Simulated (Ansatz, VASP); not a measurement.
## CdH2O2: VASP beside Ansatz

```
CELL_PARAMETERS angstrom
3.50197 0.00000 0.00000
-1.75099 3.03280 0.00000
0.00000 0.00000 4.56918
ATOMIC_POSITIONS crystal
Cd 0.00000 0.00000 0.00000
H 0.66667 0.33333 0.54687
H 0.33333 0.66667 0.45313
O 0.66667 0.33333 0.75821
O 0.33333 0.66667 0.24179
```

Alike in both runs: task single point; functional PBEsol; k mesh 6 × 6 × 4; occupations methfessel-paxton of order 1, width 0.2 eV; no spin polarisation.

|  | VASP | Ansatz |
| --- | --- | --- |
| version | VASP 6.6.1 | Ansatz 0.2.0 |
| potentials or method | VASP PAW PBE potentials, release 64 (Cd, H, O) | plane waves |
| plane-wave cutoff (eV) | 600 | 420 |
| valence electrons in the cell | 26 | 34 |

VASP gave:

```
pressure (GPa)                                                : 1.9
traceless stress, the component that is largest in VASP (GPa) : 2.71
rms of the force components (eV/Å)                            : 0.367
```

Estimate Ansatz's values.

pressure (GPa): 1.2; traceless stress, the component that is largest in VASP (GPa): 2.39; rms of the force components (eV/Å): 0.316.

VASP's potentials were made for PBE, not for PBEsol. Atom by atom the forces differ by 0.057 eV/Å (rms over components). VASP's potentials hold 26 valence electrons a cell and Ansatz's 34, so a difference there can come from the potentials and not from the codes.
